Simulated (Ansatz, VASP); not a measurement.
LiF in VASP and in Ansatz

Contents of INCAR:

```
SYSTEM = LiF
ALGO = Normal ; EDIFF = 1E-7
ENCUT = 520 ; GGA = PE
ISIF = 2 ; ISMEAR = 0
LASPH = .True. ; LCHARG = .True.
LELF = .True. ; LREAL = .False.
LVHAR = .True. ; LWAVE = .False.
NBANDS = 12 ; NELM = 80
PREC = Accurate ; SIGMA = 0.01
```

Contents of KPOINTS:

```
k-points
0
Gamma
  8 8 8
  0 0 0
```

POSCAR

```
LiF
1.0
    0.0000000000      2.1598620873      2.1598620873
    2.1598620873      0.0000000000      2.1598620873
    2.1598620873      2.1598620873      0.0000000000
Li F
1 1
Direct
    0.0000000000      0.0000000000      0.0000000000
    0.2500000000      0.2500000000      0.2500000000
```

Input for Ansatz:

```yaml
crystal:
  lattice:
    - [0.0, 2.1598620873, 2.1598620873]
    - [2.1598620873, 0.0, 2.1598620873]
    - [2.1598620873, 2.1598620873, 0.0]
  atoms:
    - { symbol: Li, position: [0.0, 0.0, 0.0] }
    - { symbol: F, position: [0.25, 0.25, 0.25] }
kpoints:
  mp_grid: { grid: [8, 8, 8] }
hamiltonian:
  xc: pbe
scf:
  occupations: { method: fixed }
  n_extra_bands: 4
output:
  forces: true
  stress: true
  eigenvalues: true
```

Alike in both runs: task single point; functional PBE; k mesh 8 × 8 × 8; no spin polarisation.

```csv
,VASP,Ansatz
version,VASP 6.6.1,Ansatz 0.2.0
potentials or method,"VASP PAW PBE potentials, release 64 (Li_sv, F)","plane waves, PAW"
plane-wave cutoff (eV),520,420
occupations,"gaussian, width 0.01 eV",fixed
valence electrons in the cell,10,10
```

```csv
,VASP,Ansatz,Ansatz less VASP
gap on the k mesh at the Fermi level (eV),7.80,7.81,+0.012
```

Noted on VASP's run: the cutoff is short for stress, so the pressure is rough.
